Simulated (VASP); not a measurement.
Wanted: the native input for a VASP 6.6.1 run.

- Task: single point
- Functional: PBE
- Potentials or basis: VASP PAW PBE potentials, release 64 (Hf_pv, Ge_d)
- Cutoff: 520 eV
- k mesh: 8 × 8 × 8
- Occupations: gaussian, width 0.05 eV
- Spin: no spin polarisation
- Dipole correction: no
- Further INCAR settings: ALGO = Normal; EDIFF = 1e-06; NBANDS = 34

The structure of HfGe3 lies in POSCAR:

```
HfGe3
1.0
    4.1612724345      0.0000000000      0.0000000000
    0.0000000000      4.1612724345      0.0000000000
    0.0000000000      0.0000000000      4.1612724345
Hf Ge
1 3
Direct
    0.0000000000      0.0000000000      0.0000000000
    0.0000000000      0.5000000000      0.5000000000
    0.5000000000      0.5000000000      0.0000000000
    0.5000000000      0.0000000000      0.5000000000
```

The input as run:

INCAR

```
SYSTEM = HfGe3
ALGO = Normal
EDIFF = 1E-6
ENCUT = 520
GGA = PE
ISIF = 2
ISMEAR = 0
LASPH = .TRUE.
LCHARG = .TRUE.
LELF = .TRUE.
LREAL = .FALSE.
LVHAR = .TRUE.
LWAVE = .FALSE.
NBANDS = 34
NELM = 100
PREC = Accurate
SIGMA = 0.05
```

KPOINTS

```
k-points
0
G
  8 8 8
  0 0 0
```

Potentials or basis: VASP PAW PBE potentials, release 64 (Hf_pv, Ge_d).

The run is started by

```console
$ cat potpaw_PBE.64/Hf_pv/POTCAR potpaw_PBE.64/Ge_d/POTCAR > POTCAR
$ mpirun -np 1 vasp_std > vasp.out
```

Results of the run:

* Pressure: 1.6 GPa
* Band gap on the k mesh: zero (bands 26 and 27 overlap by 1.64 eV)

Caveat: spin-orbit coupling is left out, which moves the levels of the heavy elements.

It took 48 s on 1 thread of Intel(R) Xeon(R) 6975P-C (Granite Rapids), on a shared host, peak memory 0.22 GiB.
